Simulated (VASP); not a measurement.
# PbS (P-6m2) in VASP: a series of runs

The runs below take PbS through single point, with r2SCAN.

Everything below comes from runs of VASP 6.6.1. Logs are shortened: lines on timing, memory, paths and dates and some standing lists are left out, and cuts for length are marked.

### Step 1. The cell of the first run

It takes space group P-6m2 (No. 187, hexagonal). The conventional cell has a = 4.048 Å, b = 4.048 Å, c = 3.784 Å, α = 90.00°, β = 90.00°, γ = 120.00°. Pb (site symmetry -6m2) has 6 S at 3.01 Å and 2 Pb at 3.78 Å within 4.0 Å. Within 4.0 Å of S (site symmetry -6m2) lie 6 Pb at 3.01 Å and 2 S at 3.78 Å.

### Step 2. Single point, r2SCAN

POSCAR reads:

```
PbS
1.0
    4.0481878949      0.0000000000      0.0000000000
   -2.0240939474      3.5058335563      0.0000000000
    0.0000000000      0.0000000000      3.7841695152
Pb S
1 1
Direct
    0.0000000000      0.0000000000      0.0000000000
    0.6666666667      0.3333333333      0.5000000000
```

INCAR.step1 reads:

```
PREC = Accurate
ENCUT = 520
ISMEAR = 0
SIGMA = 0.05
LREAL = False
LASPH = True
NELM = 100
NBANDS = 17
GGA = PE
ALGO = Normal
EDIFF = 1E-4
LWAVE = True
LCHARG = False
```

INCAR.step2 reads:

```
PREC = Accurate
ENCUT = 520
EDIFF = 1E-6
ISMEAR = 0
SIGMA = 0.05
LREAL = False
LASPH = True
NELM = 100
ALGO = Normal
ISIF = 2
LWAVE = False
LCHARG = False
METAGGA = R2SCAN
LMIXTAU = True
NBANDS = 17
ISTART = 1
```

KPOINTS reads:

```
Automatic mesh
0
Gamma
  10 10 10
```

Potentials or basis: VASP PAW PBE potentials, release 64 (Pb_d, S).

Command:

```sh
> cat potpaw_PBE.64/Pb_d/POTCAR potpaw_PBE.64/S/POTCAR > POTCAR
> cp INCAR.step1 INCAR
> mpirun -np 1 vasp_std > vasp.out
> cp INCAR.step2 INCAR
> mpirun -np 1 vasp_std > vasp.out
```

OUTCAR:

```text
PREC = Accurate
   ENCUT = 520
   EDIFF = 1E-6
   ISMEAR = 0
   LREAL = False
   LASPH = True
   NELM = 100
   ISIF = 2
   METAGGA = R2SCAN
   ISTART = 1

 ion  position               nearest neighbor table
   1  0.000  0.000  0.000-   2 3.01   2 3.01   2 3.01   2 3.01   2 3.01   2 3.01
   2  0.667  0.333  0.500-   1 3.01   1 3.01   1 3.01   1 3.01   1 3.01   1 3.01

  LATTYP: Found a hexagonal cell.
 ALAT       =     4.0481878949
 C/A-ratio  =     0.9347810955

  Lattice vectors:

 A1 = (   4.0481878949,   0.0000000000,   0.0000000000)
 A2 = (  -2.0240939474,   3.5058335563,   0.0000000000)
 A3 = (   0.0000000000,   0.0000000000,   3.7841695152)

Analysis of symmetry for initial positions (statically):
=====================================================================
 Subroutine PRICEL returns:
 Original cell was already a primitive cell.

 Routine SETGRP: Setting up the symmetry group for a
 hexagonal supercell.

 Subroutine GETGRP returns: Found 12 space group operations
 (whereof 12 operations were pure point group operations)
 out of a pool of 24 trial point group operations.

The static configuration has the point symmetry D_3h.

Analysis of symmetry for dynamics (positions and initial velocities):
=====================================================================
 Subroutine PRICEL returns:
 Original cell was already a primitive cell.

 Routine SETGRP: Setting up the symmetry group for a
 hexagonal supercell.

 Subroutine GETGRP returns: Found 12 space group operations
 (whereof 12 operations were pure point group operations)
 out of a pool of 24 trial point group operations.

The dynamic configuration has the point symmetry D_3h.

 Subroutine INISYM returns: Found 12 space group operations
 (whereof 12 operations are pure point group operations),
 and found     1 'primitive' translations

----------------------------------------------------------------------------------------

                                     Primitive cell

  volume of cell :      53.7060

  direct lattice vectors                    reciprocal lattice vectors
     4.048187895  0.000000000  0.000000000     0.247024107  0.142619435  0.000000000
    -2.024093947  3.505833556  0.000000000     0.000000000  0.285238869  0.000000000
     0.000000000  0.000000000  3.784169515     0.000000000  0.000000000  0.264258775

  length of vectors
     4.048187895  4.048187895  3.784169515     0.285238869  0.285238869  0.264258775

  position of ions in fractional coordinates (direct lattice)
     0.000000000  0.000000000  0.000000000
     0.666666667  0.333333333  0.500000000

  ion indices of the primitive-cell ions
   primitive index   ion index
                 1           1
                 2           2

----------------------------------------------------------------------------------------

 KPOINTS: Automatic mesh

Automatic generation of k-mesh.
 Grid dimensions read from file:
 generate k-points for:   10   10   10

 Generating k-lattice:

  Cartesian coordinates                     Fractional coordinates (reciprocal lattice)
     0.024702411  0.014261943  0.000000000     0.100000000  0.000000000  0.000000000
     0.000000000  0.028523887  0.000000000     0.000000000  0.100000000  0.000000000
     0.000000000  0.000000000  0.026425877     0.000000000  0.000000000  0.100000000

  Length of vectors
     0.028523887  0.028523887  0.026425877

  Shift w.r.t. Gamma in fractional coordinates (k-lattice)
     0.000000000  0.000000000  0.000000000

 Subroutine IBZKPT returns following result:
 ===========================================

 Found     84 irreducible k-points:

 Following reciprocal coordinates:
            Coordinates               Weight
  0.000000  0.000000  0.000000      1.000000
  0.100000 -0.000000  0.000000      6.000000
  0.200000 -0.000000  0.000000      6.000000
  0.300000  0.000000  0.000000      6.000000
  0.400000  0.000000  0.000000      6.000000
  0.500000 -0.000000  0.000000      3.000000
[... 16 lines left out ...]
  0.300000  0.100000  0.100000     24.000000
  0.400000  0.100000  0.100000     24.000000
 [... further k-points ...]
   k-points           NKPTS =     84   k-points in BZ     NKDIM =     84   number of bands    NBANDS=     17
   number of dos      NEDOS =    301   number of ions     NIONS =      2
   total plane-waves  NPLWV =  25200
   dimension x,y,z NGX =    30 NGY =   30 NGZ =   28
   dimension x,y,z NGXF=    60 NGYF=   60 NGZF=   56
   ions per type =               1   1
   NGX,Y,Z   is equivalent  to a cutoff of  12.32, 12.32, 12.30 a.u.
   NGXF,Y,Z  is equivalent  to a cutoff of  24.64, 24.64, 24.60 a.u.
 SYSTEM =  unknown system
   PREC   = accura    normal or accurate (medium, high low for compatibility)
   ISTART =      1    job   : 0-new  1-cont  2-samecut
   ICHARG =      0    charge: 1-file 2-atom 10-const
   ISPIN  =      1    spin polarized calculation?
   LNONCOLLINEAR =      F non collinear calculations
   LSORBIT =      F    spin-orbit coupling
   LASPH  =      T    aspherical Exc in radial PAW
   ENCUT  =  520.0 eV  38.22 Ry    6.18 a.u.   7.53  7.53  7.04*2*pi/ulx,y,z
   NELM   =    100;   NELMIN=  2; NELMDL=  0     # of ELM steps
   EDIFF  = 0.1E-05   stopping-criterion for ELM
   LREAL  =      F    real-space projection
   EDIFFG = 0.1E-04   stopping-criterion for IOM
   NSW    =      0    number of steps for IOM
   IBRION =     -1    ionic relax: 0-MD 1-quasi-New 2-CG
   NFREE  =      0    steps in history (QN), initial steepest desc. (CG)
   ISIF   =      2    stress and relaxation
   ISYM   =      2    0-nonsym 1-usesym 2-fastsym
   POTIM  = 0.5000    time-step for ionic-motion
   TEBEG  =    0.0;   TEEND  =   0.0 temperature during run
   PSTRESS=    0.0 pullay stress
   NELECT =      20.0000    total number of electrons
   NUPDOWN=      -1.0000    fix difference up-down
   EMIN   =  10.00;   EMAX   =-10.00  energy-range for DOS
   EFERMI =   0.00;   METHOD = LEGACY
   ISMEAR =     0;   SIGMA  =   0.05  broadening in eV -4-tet -1-fermi 0-gaus
   EFERMI_NEDOS =   21; number of points for ismear=-14 and -15
   IALGO  =     38    algorithm
   IMIX   =      4    mixing-type and parameters
     AMIX     =   0.40;   BMIX     =  1.00
     AMIX_MAG =   1.60;   BMIX_MAG =  1.00
  volume/ion in A,a.u.               =      26.85       181.21
  Fermi-wavevector in a.u.,A,eV,Ry     =   1.177816  2.225749 18.874678  1.387250
  Thomas-Fermi vector in A             =   2.314156
   LORBIT       =      0    0 simple, 1 ext, 2 COOP (PROOUT), +10 PAW based schemes
   METAGGA = R2SCAN    functional components
   LHFCALC =     F    Hartree Fock is set to
   AEXX    =    0.0000 exact exchange contribution
   IVDW    =     0    specifies the selected vdW correction
   LEPSILON=     F    determine dielectric tensor
   LRPA    =     F    only Hartree local field effects (RPA)
 non-spin polarized calculation
 Gauss-broadening in eV      SIGMA  =   0.05
  energy-cutoff  :      520.00
  volume of cell :       53.71
 maximum number of plane-waves:      1466
   NGX = 15   NGY = 15   NGZ = 15

 number of electron      20.0000000 magnetization

 Free energy of the ion-electron system (eV)
  ---------------------------------------------------
  ext. energy  EPLUGINS =         0.00000000
  ---------------------------------------------------
  free energy    TOTEN  =       -65.34317997 eV

  energy without entropy =      -65.34307379  energy(sigma->0) =      -65.34312688

 E-fermi :   5.2825     XC(G=0): -10.0943

 val. band max:        5.1172252834   @ k =   0.3000   0.3000   0.5000
 cond. band min:       5.3167200691   @ k =   0.3000   0.3000   0.0000
 fundamental gap:      0.1994947857
 Fermi energy:         5.2824930390

 k-point     1 :       0.0000    0.0000    0.0000
  band No.  band energies     occupation
      1     -12.2497      2.00000
      2     -12.2320      2.00000
      3     -12.2320      2.00000
      4     -12.1224      2.00000
      5     -12.1224      2.00000
      6      -8.5991      2.00000
[... 9 lines left out ...]
     16      17.0793      0.00000
     17      17.0802      0.00000

 k-point     2 :       0.1000   -0.0000    0.0000
  band No.  band energies     occupation
      1     -12.2469      2.00000
      2     -12.2346      2.00000
      3     -12.2252      2.00000
      4     -12.1260      2.00000
      5     -12.1231      2.00000
      6      -8.5156      2.00000
[... 9 lines left out ...]
     16      16.4082      0.00000
     17      16.8622      0.00000

 k-point     3 :       0.2000   -0.0000    0.0000
  band No.  band energies     occupation
      1     -12.2490      2.00000
      2     -12.2323      2.00000
      3     -12.2076      2.00000
      4     -12.1357      2.00000
      5     -12.1252      2.00000
      6      -8.2781      2.00000
[... 9 lines left out ...]
     16      16.2201      0.00000
     17      16.5545      0.00000

 k-point     4 :       0.3000    0.0000    0.0000
  band No.  band energies     occupation
      1     -12.2602      2.00000
      2     -12.2209      2.00000
      3     -12.1856      2.00000
      4     -12.1476      2.00000
      5     -12.1277      2.00000
      6      -7.9341      2.00000
[... 9 lines left out ...]
     16      16.5729      0.00000
     17      16.9189      0.00000

 k-point     5 :       0.4000    0.0000    0.0000
  band No.  band energies     occupation
      1     -12.2699      2.00000
      2     -12.2112      2.00000
      3     -12.1677      2.00000
      4     -12.1572      2.00000
      5     -12.1298      2.00000
      6      -7.5921      2.00000
[... 9 lines left out ...]
     16      16.8253      0.00000
     17      17.0292      0.00000

 k-point     6 :       0.5000   -0.0000    0.0000
  band No.  band energies     occupation
      1     -12.2736      2.00000
      2     -12.2074      2.00000
      3     -12.1608      2.00000
      4     -12.1608      2.00000
      5     -12.1306      2.00000
      6      -7.4378      2.00000
[... 9 lines left out ...]
     16      17.0409      0.00000
     17      17.3238      0.00000

 k-point     7 :       0.1000    0.1000    0.0000
  band No.  band energies     occupation
      1     -12.2419      2.00000
      2     -12.2397      2.00000
      3     -12.2128      2.00000
      4     -12.1325      2.00000
      5     -12.1248      2.00000
      6      -8.3548      2.00000
[... 9 lines left out ...]
     16      16.0045      0.00000
     17      16.4995      0.00000

 k-point     8 :       0.2000    0.1000    0.0000
  band No.  band energies     occupation
      1     -12.2498      2.00000
      2     -12.2304      2.00000
      3     -12.1942      2.00000
      4     -12.1427      2.00000
      5     -12.1277      2.00000
      6      -8.0617      2.00000
[... 9 lines left out ...]
     16      16.4155      0.00000
     17      16.4717      0.00000
[... 203 lines left out ...]
      1     -12.2675      2.00000
      2     -12.2004      2.00000
      3     -12.1673      2.00000
      4     -12.1665      2.00000
      5     -12.1348      2.00000
      6      -7.5303      2.00000
[... 9 lines left out ...]
     16      16.3230      0.00000
     17      16.4417      0.00000

 k-point    20 :       0.5000   -0.0000    0.1000
  band No.  band energies     occupation
      1     -12.2713      2.00000
      2     -12.1967      2.00000
      3     -12.1702      2.00000
      4     -12.1604      2.00000
      5     -12.1357      2.00000
      6      -7.3808      2.00000
[... 9 lines left out ...]
     16      16.9428      0.00000
     17      17.5546      0.00000

 k-point    21 :       0.1000    0.1000    0.1000
  band No.  band energies     occupation
      1     -12.2386      2.00000
      2     -12.2310      2.00000
      3     -12.2112      2.00000
      4     -12.1389      2.00000
      5     -12.1295      2.00000
      6      -8.2791      2.00000
[... 9 lines left out ...]
     16      15.5084      0.00000
     17      16.2682      0.00000

 k-point    22 :       0.2000    0.1000    0.1000
  band No.  band energies     occupation
      1     -12.2475      2.00000
      2     -12.2205      2.00000
      3     -12.1926      2.00000
      4     -12.1505      2.00000
      5     -12.1326      2.00000
      6      -7.9898      2.00000
[... 9 lines left out ...]
     16      15.9067      0.00000
     17      17.0269      0.00000

 k-point    23 :       0.3000    0.1000    0.1000
  band No.  band energies     occupation
      1     -12.2574      2.00000
      2     -12.2072      2.00000
      3     -12.1763      2.00000
      4     -12.1615      2.00000
      5     -12.1358      2.00000
      6      -7.6446      2.00000
[... 9 lines left out ...]
     16      16.3279      0.00000
     17      17.1783      0.00000

 k-point    24 :       0.4000    0.1000    0.1000
  band No.  band energies     occupation
      1     -12.2637      2.00000
      2     -12.1985      2.00000
      3     -12.1697      2.00000
      4     -12.1651      2.00000
      5     -12.1377      2.00000
      6      -7.3874      2.00000
[... 9 lines left out ...]
     16      16.4353      0.00000
     17      17.4124      0.00000

 [... further k-points ...]
[... 5 lines left out ...]
  --------------------------------------------------------------------------------------
  -------------------------------------------------------------------------------------
  Total       -0.0105499     -0.0105499     -0.0385729     -0.0000000      0.0000000      0.0000000
  in kB       -0.3147273     -0.3147273     -1.1507225     -0.0000000      0.0000000      0.0000000
  external PRESSURE =      -0.5933924 kB  Pullay stress =       0.0000000 kB

 VOLUME and BASIS-vectors are now :
 -----------------------------------------------------------------------------
  energy-cutoff  :      520.00
  volume of cell :       53.71
      direct lattice vectors                 reciprocal lattice vectors
     4.048187895  0.000000000  0.000000000     0.247024107  0.142619435  0.000000000
    -2.024093947  3.505833556  0.000000000     0.000000000  0.285238869  0.000000000
     0.000000000  0.000000000  3.784169515     0.000000000  0.000000000  0.264258775

 POSITION                                       TOTAL-FORCE (eV/Angst)
 -----------------------------------------------------------------------------------
      0.00000      0.00000      0.00000        -0.000000      0.000000      0.000000
      2.02409      1.16861      1.89208         0.000000     -0.000000      0.000000
 -----------------------------------------------------------------------------------
    total drift:                               -0.000000      0.000000      0.000000

  FREE ENERGIE OF THE ION-ELECTRON SYSTEM (eV)
  ---------------------------------------------------
  free  energy   TOTEN  =       -65.3431799693 eV

  energy  without entropy=      -65.3430737924  energy(sigma->0) =      -65.34312688
```

It took 2.8 min on 1 thread of AMD EPYC 9R45 (Zen 5), shared host; peak memory 0.19 GiB.

Results:

* Free energy: -65.3432 eV
* Pressure: -0.1 GPa
* Band gap on the k mesh: zero (band 10 reaches 5.39 eV, above the bottom of band 11 at 5.12 eV)

Levels at points of the mesh, in eV from the Fermi level:
```csv
k point,band 8,band 9,band 10,band 11,band 12,band 13
"(0.00, 0.00, 0.00)",-2.43,-1.81,-1.81,3.80,3.80,5.66
"(0.50, 0.00, 0.00)",-2.88,-1.80,-1.37,2.13,4.18,5.72
"(0.00, 0.00, 0.50)",-1.23,-1.23,0.11,1.34,4.22,4.22
"(0.50, 0.00, 0.50)",-4.32,-4.26,-1.57,2.36,3.01,3.16
```

Caveat: the PAW data sets were made with another functional, which shifts forces and pressure a little; spin-orbit coupling is left out, which moves the levels of the heavy elements.

### Step 3. Single point, r2SCAN

POSCAR is that of step 2.

INCAR.step1 reads:

```
PREC     = Accurate       # precision mode
ENCUT    = 520            # plane-wave cutoff, eV
ISMEAR   = -5             # smearing method
SIGMA    = 0.1            # smearing width, eV
LREAL    = F              # projectors in reciprocal space
LASPH    = T              # aspherical terms in the spheres
NELM     = 60             # most SCF steps
NBANDS   = 17             # bands
GGA      = PE             # functional
ALGO     = Normal         # electronic algorithm
EDIFF    = 1E-4           # SCF threshold, eV
LWAVE    = T              # write WAVECAR
LCHARG   = F              # write CHGCAR
```

INCAR.step2 reads:

```
PREC     = Accurate       # precision mode
ENCUT    = 520            # plane-wave cutoff, eV
EDIFF    = 1E-6           # SCF threshold, eV
ISMEAR   = -5             # smearing method
SIGMA    = 0.1            # smearing width, eV
LREAL    = F              # projectors in reciprocal space
LASPH    = T              # aspherical terms in the spheres
NELM     = 60             # most SCF steps
ALGO     = Normal         # electronic algorithm
ISIF     = 2              # what is computed and relaxed
LWAVE    = F              # write WAVECAR
LCHARG   = F              # write CHGCAR
METAGGA  = R2SCAN         # meta-GGA
LMIXTAU  = T            
NBANDS   = 17             # bands
ISTART   = 1
```

KPOINTS reads:

```
regular mesh
0
Gamma
  10 10 10
```

Potentials or basis: VASP PAW PBE potentials, release 64 (Pb_d, S).

Command:

```sh
> cat potpaw_PBE.64/Pb_d/POTCAR potpaw_PBE.64/S/POTCAR > POTCAR
> cp INCAR.step1 INCAR
> mpirun -np 1 vasp_std > vasp.out
> cp INCAR.step2 INCAR
> mpirun -np 1 vasp_std > vasp.out
```

Wall time 2.7 min (1 thread of AMD EPYC 9R45 (Zen 5), shared host); peak memory 0.19 GiB.

Results (log left out):

```yaml
Free_energy: -65.3419 eV
Pressure: 0.1 GPa
Band_gap_on_the_k_mesh: zero (band 10 reaches 5.40 eV, above the bottom of band 11 at 5.12 eV)
```

Stress tensor (GPa, compression positive):
```
 0.15  0.00  0.00
 0.00  0.15  0.00
 0.00  0.00 -0.02
```

Levels at points of the mesh, in eV from the Fermi level:
```tsv
k point	band 6	band 7	band 8	band 9	band 10	band 11	band 12	band 13	band 14	band 15
(0.00, 0.00, 0.00)	-13.83	-6.46	-2.38	-1.76	-1.76	3.85	3.85	5.70	7.09	7.58
(0.50, 0.00, 0.00)	-12.67	-8.70	-2.82	-1.76	-1.32	2.17	4.22	5.77	5.82	11.56
(0.00, 0.00, 0.50)	-12.68	-9.31	-1.17	-1.17	0.16	1.39	4.27	4.27	8.78	8.78
(0.50, 0.00, 0.50)	-11.98	-7.56	-4.27	-4.22	-1.52	2.40	3.05	3.21	8.99	11.47
```

Caveat: the PAW data sets were made with another functional, which shifts forces and pressure a little; spin-orbit coupling is left out, which moves the levels of the heavy elements; tetrahedron occupations give inexact forces and stress in metals.
